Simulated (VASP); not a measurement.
Here is a VASP 6.6.1 calculation.

INCAR

```
  PREC = Accurate
  ENCUT = 520
  EDIFF = 1E-6
  ISMEAR = 0
  SIGMA = 0.1
  LREAL = False
  LASPH = True
  NELM = 60
  ALGO = Normal
  ISIF = 2
  LWAVE = False
  LCHARG = False
  GGA = CA
  NBANDS = 8
```

The input KPOINTS:

```
regular mesh
0
Gamma
  6 6 6
```

POSCAR

```
Sb
1.0
    3.0833436100      0.0000000000      0.0000000000
    0.0000000000      3.0833436100      0.0000000000
    0.0000000000      0.0000000000      3.0833436100
Sb
1
Direct
    0.0000000000      0.0000000000      0.0000000000
```

Potentials or basis: VASP PAW LDA potentials, release 64 (Sb).

Run with:

```sh
$ cat potpaw_LDA.64/Sb/POTCAR > POTCAR
$ mpirun -np 1 vasp_std > vasp.out
```

Estimate the pressure.

-1.8 GPa.
